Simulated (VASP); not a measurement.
# P (I4_1/amd) in VASP: a series of runs

P is run at these levels: PBE; tasks: single point.

Program: VASP 6.6.1. These are calculated values, not measurements. Logs are shortened: lines on timing, memory, paths and dates and some standing lists are left out, and cuts for length are marked.

## 1. The cell of the first run

Symmetry: I4_1/amd, No. 141, tetragonal system. Conventional cell: a = 3.654 Å, b = 3.654 Å, c = 1.936 Å, α = 90.00°, β = 90.00°, γ = 90.00°. P (site symmetry -4m2) has 10 P at 1.89 to 2.33 Å within 2.5 Å.

## 2. Single point, PBE

INCAR reads:

```
SYSTEM = P
ALGO = Normal
EDIFF = 1E-7
ENCUT = 520
GGA = PE
ISIF = 2
ISMEAR = -1
LASPH = .True.
LCHARG = .False.
LREAL = .False.
LWAVE = .False.
NBANDS = 12
NELM = 60
PREC = Accurate
SIGMA = 0.08
```

KPOINTS reads:

```
k-points
0
Gamma
  22 22 22
  0 0 0
```

POSCAR reads:

```
P
1.0
   -1.8272476106      1.8272476106      0.9680744729
    1.8272476106     -1.8272476106      0.9680744729
    1.8272476106      1.8272476106     -0.9680744729
P
2
Direct
   -0.3750000000     -0.1250000000     -0.2500000000
    0.3750000000      0.1250000000      0.2500000000
```

Potentials or basis: VASP PAW PBE potentials, release 64 (P).

Command:

```
> cat potpaw_PBE.64/P/POTCAR > POTCAR
> mpirun -np 1 vasp_std > vasp.out
```

OUTCAR:

```text
SYSTEM = P
   EDIFF = 1E-7
   ENCUT = 520
   GGA = PE
   ISIF = 2
   ISMEAR = -1
   LASPH = .True.
   LREAL = .False.
   NELM = 60
   PREC = Accurate

 ion  position               nearest neighbor table
   1  0.625  0.875  0.750-   2 1.89   2 1.89   2 1.89   2 1.89   2 2.33   2 2.33   2 2.33   2 2.33

   2  0.375  0.125  0.250-   1 1.89   1 1.89   1 1.89   1 1.89   1 2.33   1 2.33   1 2.33   1 2.33

  LATTYP: Found a body centered tetragonal cell.
 ALAT       =     3.6544952212
 C/A-ratio  =     0.5297992824

  Lattice vectors:

 A1 = (  -1.8272476106,   1.8272476106,   0.9680744729)
 A2 = (   1.8272476106,  -1.8272476106,   0.9680744729)
 A3 = (   1.8272476106,   1.8272476106,  -0.9680744729)

Analysis of symmetry for initial positions (statically):
=====================================================================
 Subroutine PRICEL returns:
 Original cell was already a primitive cell.

 Routine SETGRP: Setting up the symmetry group for a
 body centered tetragonal supercell.

 Subroutine GETGRP returns: Found 16 space group operations
 (whereof  4 operations were pure point group operations)
 out of a pool of 16 trial point group operations.

The static configuration has the point symmetry C_2h.
 The point group associated with its full space group is D_4h.

Analysis of symmetry for dynamics (positions and initial velocities):
=====================================================================
 Subroutine PRICEL returns:
 Original cell was already a primitive cell.

 Routine SETGRP: Setting up the symmetry group for a
 body centered tetragonal supercell.

 Subroutine GETGRP returns: Found 16 space group operations
 (whereof  4 operations were pure point group operations)
 out of a pool of 16 trial point group operations.

The dynamic configuration has the point symmetry C_2h.
 The point group associated with its full space group is D_4h.

 Subroutine INISYM returns: Found 16 space group operations
 (whereof  4 operations are pure point group operations),
 and found     1 'primitive' translations

----------------------------------------------------------------------------------------

                                     Primitive cell

  volume of cell :      12.9290

  direct lattice vectors                    reciprocal lattice vectors
    -1.827247611  1.827247611  0.968074473     0.000000000  0.273635602  0.516489190
     1.827247611 -1.827247611  0.968074473     0.273635602  0.000000000  0.516489190
     1.827247611  1.827247611 -0.968074473     0.273635602  0.273635602  0.000000000

  length of vectors
     2.759499202  2.759499202  2.759499202     0.584497670  0.584497670  0.386979180

  position of ions in fractional coordinates (direct lattice)
     0.625000000  0.875000000  0.750000000
     0.375000000  0.125000000  0.250000000

  ion indices of the primitive-cell ions
   primitive index   ion index
                 1           1
                 2           2

----------------------------------------------------------------------------------------

 KPOINTS: k-points

Automatic generation of k-mesh.
 Grid dimensions read from file:
 generate k-points for:   22   22   22

 Generating k-lattice:

  Cartesian coordinates                     Fractional coordinates (reciprocal lattice)
     0.000000000  0.012437982  0.023476781     0.045454545 -0.000000000  0.000000000
     0.012437982  0.000000000  0.023476781    -0.000000000  0.045454545  0.000000000
     0.012437982  0.012437982  0.000000000     0.000000000  0.000000000  0.045454545

  Length of vectors
     0.026568076  0.026568076  0.017589963

  Shift w.r.t. Gamma in fractional coordinates (k-lattice)
     0.000000000  0.000000000  0.000000000

 Subroutine IBZKPT returns following result:
 ===========================================

 Found    834 irreducible k-points:

 Following reciprocal coordinates:
            Coordinates               Weight
  0.000000  0.000000  0.000000      1.000000
  0.045455 -0.000000  0.000000      8.000000
  0.090909 -0.000000  0.000000      8.000000
  0.136364 -0.000000  0.000000      8.000000
  0.181818 -0.000000  0.000000      8.000000
  0.227273  0.000000  0.000000      8.000000
[... 16 lines left out ...]
  0.500000  0.045455  0.000000     16.000000
 -0.454545  0.045455  0.000000     16.000000
 [... further k-points ...]
   k-points           NKPTS =    834   k-points in BZ     NKDIM =    834   number of bands    NBANDS=     12
   number of dos      NEDOS =    301   number of ions     NIONS =      2
   total plane-waves  NPLWV =  13824
   dimension x,y,z NGX =    24 NGY =   24 NGZ =   24
   dimension x,y,z NGXF=    48 NGYF=   48 NGZF=   48
   ions per type =               2
   NGX,Y,Z   is equivalent  to a cutoff of  14.46, 14.46, 14.46 a.u.
   NGXF,Y,Z  is equivalent  to a cutoff of  28.92, 28.92, 28.92 a.u.
 SYSTEM =  P
   PREC   = accura    normal or accurate (medium, high low for compatibility)
   ISTART =      0    job   : 0-new  1-cont  2-samecut
   ICHARG =      2    charge: 1-file 2-atom 10-const
   ISPIN  =      1    spin polarized calculation?
   LNONCOLLINEAR =      F non collinear calculations
   LSORBIT =      F    spin-orbit coupling
   LASPH  =      T    aspherical Exc in radial PAW
   ENCUT  =  520.0 eV  38.22 Ry    6.18 a.u.   5.13  5.13  5.13*2*pi/ulx,y,z
   NELM   =     60;   NELMIN=  2; NELMDL= -5     # of ELM steps
   EDIFF  = 0.1E-06   stopping-criterion for ELM
   LREAL  =      F    real-space projection
   EDIFFG = 0.1E-05   stopping-criterion for IOM
   NSW    =      0    number of steps for IOM
   IBRION =     -1    ionic relax: 0-MD 1-quasi-New 2-CG
   NFREE  =      0    steps in history (QN), initial steepest desc. (CG)
   ISIF   =      2    stress and relaxation
   ISYM   =      2    0-nonsym 1-usesym 2-fastsym
   POTIM  = 0.5000    time-step for ionic-motion
   TEBEG  =    0.0;   TEEND  =   0.0 temperature during run
   PSTRESS=    0.0 pullay stress
   NELECT =      10.0000    total number of electrons
   NUPDOWN=      -1.0000    fix difference up-down
   EMIN   =  10.00;   EMAX   =-10.00  energy-range for DOS
   EFERMI =   0.00;   METHOD = LEGACY
   ISMEAR =    -1;   SIGMA  =   0.08  broadening in eV -4-tet -1-fermi 0-gaus
   EFERMI_NEDOS =   21; number of points for ismear=-14 and -15
   IALGO  =     38    algorithm
   IMIX   =      4    mixing-type and parameters
     AMIX     =   0.40;   BMIX     =  1.00
     AMIX_MAG =   1.60;   BMIX_MAG =  1.00
  volume/ion in A,a.u.               =       6.46        43.62
  Fermi-wavevector in a.u.,A,eV,Ry     =   1.502751  2.839787 30.725493  2.258260
  Thomas-Fermi vector in A             =   2.613951
   LORBIT       =      0    0 simple, 1 ext, 2 COOP (PROOUT), +10 PAW based schemes
   GGA     = PE    functional components
   LHFCALC =     F    Hartree Fock is set to
   AEXX    =    0.0000 exact exchange contribution
   IVDW    =     0    specifies the selected vdW correction
   LEPSILON=     F    determine dielectric tensor
   LRPA    =     F    only Hartree local field effects (RPA)
 non-spin polarized calculation
  energy-cutoff  :      520.00
  volume of cell :       12.93
 maximum number of plane-waves:       364
 NGX is ok and might be reduce to    24
   NGX = 11   NGY = 11   NGZ = 11

 number of electron      10.0000001 magnetization

 Free energy of the ion-electron system (eV)
  ---------------------------------------------------
  ext. energy  EPLUGINS =         0.00000000
  ---------------------------------------------------
  free energy    TOTEN  =         0.77206464 eV

  energy without entropy =        0.78418936  energy(sigma->0) =        0.77812700

 E-fermi :  25.0045     XC(G=0): -15.2278

 val. band max:       25.0019715205   @ k =  -0.1364   0.1818   0.0455
 cond. band min:      25.0062295420   @ k =  -0.0909  -0.1818   0.0455
 fundamental gap:      0.0042580216
 Fermi energy:        25.0045088502

 k-point     1 :       0.0000    0.0000    0.0000
  band No.  band energies     occupation
      1      -2.1086      2.00000
      2      16.3140      2.00000
      3      16.3140      2.00000
      4      19.8769      2.00000
      5      20.1963      2.00000
      6      31.6483      0.00000
      7      35.3228      0.00000
      8      38.0209      0.00000
      9      38.0209      0.00000
     10      42.0970      0.00000
     11      43.1540      0.00000
     12      44.2332      0.00000

 k-point     2 :       0.0455   -0.0000    0.0000
  band No.  band energies     occupation
      1      -2.0086      2.00000
      2      16.1816      2.00000
      3      16.2229      2.00000
      4      20.1974      2.00000
      5      20.4176      2.00000
      6      31.4866      0.00000
      7      34.6452      0.00000
      8      37.9936      0.00000
      9      38.1860      0.00000
     10      41.0747      0.00000
     11      41.3246      0.00000
     12      42.4313      0.00000

 k-point     3 :       0.0909   -0.0000    0.0000
  band No.  band energies     occupation
      1      -1.7092      2.00000
      2      15.9019      2.00000
      3      16.0174      2.00000
      4      20.9972      2.00000
      5      21.0412      2.00000
      6      31.0184      0.00000
      7      33.1323      0.00000
      8      37.2914      0.00000
      9      37.3671      0.00000
     10      38.9826      0.00000
     11      39.2753      0.00000
     12      41.4504      0.00000
[... 286 lines left out ...]
 k-point    23 :       0.5000    0.0455    0.0000
  band No.  band energies     occupation
      1       7.9694      2.00000
      2      11.3196      2.00000
      3      16.6968      2.00000
      4      17.9540      2.00000
      5      20.8693      2.00000
      6      22.0064      2.00000
      7      28.3661      0.00000
      8      30.9914      0.00000
      9      36.7334      0.00000
     10      38.4113      0.00000
     11      41.8599      0.00000
     12      43.7757      0.00000

 k-point    24 :      -0.4545    0.0455    0.0000
  band No.  band energies     occupation
      1       6.1868      2.00000
      2      13.4202      2.00000
      3      15.9899      2.00000
      4      17.4511      2.00000
      5      21.7531      2.00000
      6      23.0919      2.00000
      7      28.4458      0.00000
      8      31.3099      0.00000
      9      35.1059      0.00000
     10      36.8271      0.00000
     11      42.7196      0.00000
     12      44.9428      0.00000

 [... further k-points ...]
[... 5 lines left out ...]
  --------------------------------------------------------------------------------------
  -------------------------------------------------------------------------------------
  Total       35.7631142     35.7631142     35.7491544      0.0000000     -0.0000000      0.0000000
  in kB     4431.8223823   4431.8223823   4430.0924601      0.0000000     -0.0000000      0.0000000
  external PRESSURE =    4431.2457416 kB  Pullay stress =       0.0000000 kB

 VOLUME and BASIS-vectors are now :
 -----------------------------------------------------------------------------
  energy-cutoff  :      520.00
  volume of cell :       12.93
      direct lattice vectors                 reciprocal lattice vectors
    -1.827247611  1.827247611  0.968074473     0.000000000  0.273635602  0.516489190
     1.827247611 -1.827247611  0.968074473     0.273635602  0.000000000  0.516489190
     1.827247611  1.827247611 -0.968074473     0.273635602  0.273635602  0.000000000

 POSITION                                       TOTAL-FORCE (eV/Angst)
 -----------------------------------------------------------------------------------
      1.82725      0.91362      0.72606        -0.000000     -0.000000     -0.000000
     -0.00000      0.91362      0.24202         0.000000      0.000000      0.000000
 -----------------------------------------------------------------------------------
    total drift:                                0.000000      0.000000      0.000000

  FREE ENERGIE OF THE ION-ELECTRON SYSTEM (eV)
  ---------------------------------------------------
  free  energy   TOTEN  =         0.7720646442 eV

  energy  without entropy=        0.7841893640  energy(sigma->0) =        0.77812700
```

It took 4.4 min on 1 thread of AMD EPYC 7R43 (Zen 3), shared host; peak memory 0.18 GiB.

What came out:

| Item | Value |
| --- | --- |
| Free energy | 0.7721 eV |
| Pressure | 443.1 GPa |
| Band gap on the k mesh | zero (bands 5 and 6 overlap by 11.00 eV) |

Levels at points of the mesh, in eV from the Fermi level:
| k point | band 3 | band 4 | band 5 | band 6 | band 7 | band 8 |
| --- | --- | --- | --- | --- | --- | --- |
| (0.00, 0.00, 0.00) | -8.69 | -5.13 | -4.81 | 6.64 | 10.32 | 13.02 |
| (0.50, 0.00, 0.00) | -7.29 | -6.66 | -4.79 | -3.96 | 4.39 | 4.73 |
| (0.50, 0.50, 0.00) | -4.23 | -4.23 | -0.18 | -0.18 | 11.71 | 11.71 |
| (0.50, 0.50, 0.50) | -16.67 | -16.67 | 7.03 | 7.03 | 20.06 | 20.06 |

Caveat: the cell stands under pressure.

## 3. Single point, PBE

INCAR reads:

```
SYSTEM = P
PREC = Accurate ; ENCUT = 520
EDIFF = 1E-6 ; ISMEAR = -1
SIGMA = 0.08 ; LREAL = .FALSE.
LASPH = .TRUE. ; NELM = 60
ALGO = Normal ; ISIF = 2
LWAVE = .FALSE. ; LCHARG = .FALSE.
GGA = PE ; NBANDS = 12
```

KPOINTS reads:

```
regular mesh
0
G
  22 22 22
  0 0 0
```

POSCAR reads:

```
P
1.0
   -1.8268774383      1.8268774383      0.9680201026
    1.8268774383     -1.8268774383      0.9680201026
    1.8268774383      1.8268774383     -0.9680201026
P
2
Direct
   -0.3750000000     -0.1250000000     -0.2500000000
    0.3750000000      0.1250000000      0.2500000000
```

Potentials or basis: VASP PAW PBE potentials, release 64 (P).

Command:

```
> cat potpaw_PBE.64/P/POTCAR > POTCAR
> mpirun -np 1 vasp_std > vasp.out
```

It took 3.6 min on 1 thread of AMD EPYC 7R43 (Zen 3), shared host; peak memory 0.17 GiB.

Results (log left out):

| Property | Result |
| --- | --- |
| Free energy | 0.7886 eV |
| Pressure | 443.8 GPa |
| Band gap on the k mesh | zero (bands 5 and 6 overlap by 10.99 eV) |

Stress tensor (GPa, compression positive):
```
443.99   0.00   0.00
  0.00 443.99   0.00
  0.00   0.00 443.56
```

Levels at points of the mesh, in eV from the Fermi level:
| k point | band 2 | band 3 | band 4 | band 5 | band 6 | band 7 | band 8 | band 9 |
| --- | --- | --- | --- | --- | --- | --- | --- | --- |
| (0.00, 0.00, 0.00) | -8.69 | -8.69 | -5.13 | -4.80 | 6.65 | 10.32 | 13.03 | 13.03 |
| (0.50, 0.00, 0.00) | -14.88 | -7.29 | -6.67 | -4.80 | -3.96 | 4.39 | 4.73 | 12.64 |
| (0.50, 0.50, 0.00) | -21.90 | -4.22 | -4.22 | -0.17 | -0.17 | 11.71 | 11.71 | 14.13 |
| (0.50, 0.50, 0.50) | -17.01 | -16.67 | -16.67 | 7.03 | 7.03 | 20.07 | 20.07 | 20.10 |

Caveat: the cell stands under pressure.
